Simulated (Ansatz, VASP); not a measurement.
**SnO2 in VASP and in Ansatz**

```xyz
9
Lattice="5.8949 0.0000 0.0000 -2.9475 5.1051 0.0000 0.0000 0.0000 6.5733" Properties=species:S:1:pos:R:3 pbc="T T T"
Sn   -1.4737    2.5526    2.1911
Sn    1.4737    2.5526    4.3822
Sn    2.9475    0.0000    0.0000
O     1.2107    4.1024    5.4778
O     2.9475    3.0997    3.2867
O     4.1581    1.0027    1.0956
O     1.7368    1.0027    5.4778
O     0.0000    2.0055    3.2867
O    -1.2107    4.1024    1.0956
```

Alike in both runs: task relaxation of cell and atoms; functional LDA; k mesh 6 × 6 × 4; occupations gaussian, width 0.02 eV; no spin polarisation.

```csv
,VASP,Ansatz
version,VASP 6.6.1,Ansatz 0.2.0
potentials or method,"VASP PAW LDA potentials, release 64 (Sn_d, O), cutoff 600 eV","scalar-relativistic, plane waves, PAW"
valence electrons in the cell,78,78
```

|  | VASP | Ansatz | Ansatz less VASP |
| --- | --- | --- | --- |
| gap on the k mesh at the Fermi level, each at its own relaxed structure (eV) | 2.00 | 2.02 | +0.017 |
| relaxed volume (Å³/atom) | 22.12 | 22.02 | -0.100 |
| relaxed cell length with the largest relative difference (Å) | 5.912 | 5.902 | -0.0105 |

LDA's correlation is that of Perdew and Zunger in VASP and of Perdew and Wang (1992) in Ansatz.
